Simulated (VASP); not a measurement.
Pt, 2 atoms in the cell. Symmetry: P6_3/mmc, No. 194, hexagonal system. The conventional cell has a = 2.903 Å, b = 2.903 Å, c = 4.781 Å, α = 90.00°, β = 90.00°, γ = 120.00°. Within 3.8 Å of Pt (site symmetry -6m2) lie 12 Pt at 2.90 to 2.92 Å. 

```yaml
Program: VASP 6.6.1
Task: single point
Functional: PBE
Potentials_or_basis: VASP PAW PBE potentials, release 64 (Pt)
Cutoff: 520 eV
k_mesh: 18 × 18 × 10
Occupations: gaussian, width 0.15 eV
Spin: no spin polarisation
Dipole_correction: no
Further_INCAR_settings: ALGO = Fast; EDIFF = 1e-06; NBANDS = 17
```

Potentials or basis: VASP PAW PBE potentials, release 64 (Pt).

Launch:

```sh
$ cat potpaw_PBE.64/Pt/POTCAR > POTCAR
$ mpirun -np 1 vasp_std > vasp.out
```

Hardware: 1 thread of Intel(R) Xeon(R) 6975P-C (Granite Rapids) (shared host).

**Question.** Estimate the wall time of this run.

**Answer.** Run time: 37 s on 1 thread of Intel(R) Xeon(R) 6975P-C (Granite Rapids), with other jobs on the host, peak memory 0.23 GiB. Counts: scf iterations 13, k points 222.
